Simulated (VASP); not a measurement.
A run of VASP 6.6.1:

The input INCAR:

```
PREC = Accurate
ENCUT = 520
EDIFF = 1E-7
ISMEAR = 0
SIGMA = 0.05
LREAL = False
LASPH = True
NELM = 60
ALGO = Normal
ISIF = 2
LWAVE = False
LCHARG = False
GGA = PE
NBANDS = 35
```

KPOINTS

```
regular mesh
0
Gamma
  6 6 10
```

The input POSCAR:

```
SnO2
1.0
    4.9637676955      0.0000000000      0.0000000000
    0.0000000000      4.9637676955      0.0000000000
    0.0000000000      0.0000000000      3.0629096131
Sn O
2 4
Direct
    0.0000000000      0.0000000000      0.0000000000
    0.5000000000      0.5000000000      0.5000000000
    0.3066050867      0.3066050867      0.0000000000
    0.1933949133      0.8066050867      0.5000000000
    0.6933949133      0.6933949133      0.0000000000
    0.8066050867      0.1933949133      0.5000000000
```

Potentials or basis: VASP PAW PBE potentials, release 64 (Sn_d, O).

Run with:

```bash
$ cat potpaw_PBE.64/Sn_d/POTCAR potpaw_PBE.64/O/POTCAR > POTCAR
$ mpirun -np 1 vasp_std > vasp.out
```

Hardware: 1 thread of Intel Xeon 8259CL (shared host).

Question: Estimate the wall time of this run.

Answer: Wall time 3.5 min on 1 thread of Intel Xeon 8259CL, on a shared host, peak memory 0.27 GiB. Counts: scf iterations 14, k points 60.
